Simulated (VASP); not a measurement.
Write the native input for VASP 6.6.1 that does the following.

```yaml
Task: relaxation of cell and atoms
Functional: PBE
Potentials_or_basis: VASP PAW PBE potentials, release 64 (Hf_pv, N)
Cutoff: 600 eV
k_mesh: 18 × 18 × 18
Occupations: fermi-dirac, width 0.05 eV
Spin: no spin polarisation
Target_pressure: 340 GPa
Dipole_correction: no
Further_INCAR_settings: ALGO = Normal; EDIFF = 1e-06; IBRION = 2; EDIFFG = -0.005; NSW = 32; ISIF = 3
```

The structure of HfN (rocksalt type) lies in POSCAR:

```
HfN
1.0
    0.0000000000      1.9402980472      1.9402980472
    1.9402980472      0.0000000000      1.9402980472
    1.9402980472      1.9402980472      0.0000000000
Hf N
1 1
Direct
    0.0000000000      0.0000000000      0.0000000000
    0.5000000000      0.5000000000      0.5000000000
```

These files were run (other wordings do the same):

INCAR

```
  PREC = Accurate
  ENCUT = 600
  EDIFF = 1E-6
  ISMEAR = -1
  SIGMA = 0.05
  LREAL = F
  LASPH = T
  NELM = 100
  ALGO = Normal
  ISIF = 3
  LWAVE = F
  LCHARG = F
  GGA = PE
  IBRION = 2
  NSW = 32
  EDIFFG = -0.005
  PSTRESS = 3400.0
```

KPOINTS

```
regular mesh
0
Gamma
  18 18 18
```

Potentials or basis: VASP PAW PBE potentials, release 64 (Hf_pv, N).

Command:

```bash
$ cat potpaw_PBE.64/Hf_pv/POTCAR potpaw_PBE.64/N/POTCAR > POTCAR
$ mpirun -np 1 vasp_std > vasp.out
```

Results of the run:

The relaxed volume is 7.32 Å³/atom, the relaxed cell is a = 2.746 Å, b = 2.746 Å, c = 2.746 Å, α = 60.00°, β = 60.00°, γ = 60.00° and the space group after relaxing (to 0.05 Å) is Fm-3m (No. 225). The energy change on relaxing (the enthalpy is what falls) is -34.0 meV/atom. The ionic steps are 3 and the pressure after relaxing is 340.0 GPa.

Caveat: the cell is relaxed towards a set pressure, so the enthalpy falls and the energy may rise.

Wall time 29 s on 1 thread of Intel(R) Xeon(R) 6975P-C (Granite Rapids) (shared host), peak memory 0.18 GiB.
